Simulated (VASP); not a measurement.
Runs of VASP 6.6.1 on AlNi3. The structure is that of space group Fm-3m (No. 225), or close to it. The cells are those of the table. 

```tsv
cell	gap on the mesh (eV)	pressure (GPa)
a = 3.641 Å, angles 60.0°, 4 atoms	none	(b)
a = 3.799 Å, angles 60.0°, 4 atoms	none	32.4
a = 3.721, b = 3.721, c = 3.641 Å, angles 60.7, 60.7, 58.6°, 4 atoms	none	(a)
a = 4.116 Å, angles 60.0°, 4 atoms	none	-17.8
a = 4.274 Å, angles 60.0°, 4 atoms	none	-27.0
```

Alike in all rows: task single point; level PBEsol; potentials or basis VASP PAW PBE potentials, release 64 (Al, Ni); no spin polarisation; k mesh 14 × 14 × 14; cutoff (eV) 520; smearing gaussian 0.15 eV.

Question: Estimate the missing entries.

Answer: (a) 66.7; (b) 88.3.

Caveats: the PAW data sets were made with another functional, which shifts forces and pressure a little; the cell stands under pressure (at least some runs); the cell stands under tension (at least some runs).

A gap of «none» marks levels without a gap at the run's occupations.
